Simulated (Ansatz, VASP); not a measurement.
One calculation of Bi, two programs

```
Bi
1.0
     2.30291    1.32959    4.00603
    -2.30291    1.32959    4.00603
     0.00000   -2.65917    4.00603
Bi
2
Cartesian
  0.0000 0.0000 2.8109
  0.0000 0.0000 9.2072
```

Change from the starting cell: volume scaled by 1.04.

Alike in both runs: task single point; functional LDA; k mesh 11 × 11 × 11; occupations fermi-dirac, width 0.03 eV; no spin polarisation.

|  | VASP | Ansatz |
| --- | --- | --- |
| version | VASP 6.6.1 | Ansatz 0.2.0 |
| potentials or method | VASP PAW LDA potentials, release 64 (Bi_d), cutoff 520 eV | all-electron LAPW, scalar-relativistic |

|  | VASP | Ansatz | Ansatz less VASP |
| --- | --- | --- | --- |
| pressure (GPa) | -3.4 | -3.4 | -0.04 |
| traceless stress, the component that is largest in VASP (GPa) | 0.28 | 0.30 | +0.019 |
| rms of the force components (eV/Å) | 0.061 | 0.073 | +0.0113 |

LDA's correlation is that of Perdew and Zunger in VASP and of Perdew and Wang (1992) in Ansatz. Atom by atom the forces differ by 0.011 eV/Å (rms over components). Ansatz ran all-electron here, and VASP with PAW potentials.

Spin-orbit coupling is off throughout.
